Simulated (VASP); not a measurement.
Wanted: the native input for a VASP 6.6.1 run.

| Quantity | Value |
| --- | --- |
| Task | single point |
| Functional | PBEsol |
| Potentials or basis | VASP PAW PBE potentials, release 64 (K_sv, F) |
| Cutoff | 520 eV |
| k mesh | 9 × 9 × 9 |
| Occupations | fermi-dirac, width 0.03 eV |
| Spin | no spin polarisation |
| Dipole correction | no |
| Further INCAR settings | ALGO = Normal; EDIFF = 1e-07; NBANDS = 15 |

The structure of KF lies in POSCAR:

```
KF
1.0
    0.0000000000      2.3568642846      2.3568642846
    2.3568642846      0.0000000000      2.3568642846
    2.3568642846      2.3568642846      0.0000000000
K F
1 1
Direct
    0.0000000000      0.0000000000      0.0000000000
    0.5000000000      0.5000000000      0.5000000000
```

One way to write it, as run:

INCAR

```
  PREC = Accurate
  ENCUT = 520
  EDIFF = 1E-7
  ISMEAR = -1
  SIGMA = 0.03
  LREAL = False
  LASPH = True
  NELM = 100
  ALGO = Normal
  ISIF = 2
  LWAVE = False
  LCHARG = False
  GGA = PS
  NBANDS = 15
```

KPOINTS

```
regular mesh
0
Gamma
  9 9 9
```

Potentials or basis: VASP PAW PBE potentials, release 64 (K_sv, F).

Run with:

```bash
$ cat potpaw_PBE.64/K_sv/POTCAR potpaw_PBE.64/F/POTCAR > POTCAR
$ mpirun -np 1 vasp_std > vasp.out
```

It gave:

| Item | Value |
| --- | --- |
| Pressure | 29.7 GPa |
| Band gap on the k mesh | 7.79 eV (least direct gap 7.88 eV) |

Caveat: the cell stands under pressure; the PAW data sets were made with another functional, which shifts forces and pressure a little; an odd mesh through Γ misses points on the zone boundary, where band edges can lie.

Run time: 25 s on 1 thread of Intel Xeon 8259CL, on a shared host, peak memory 0.16 GiB.
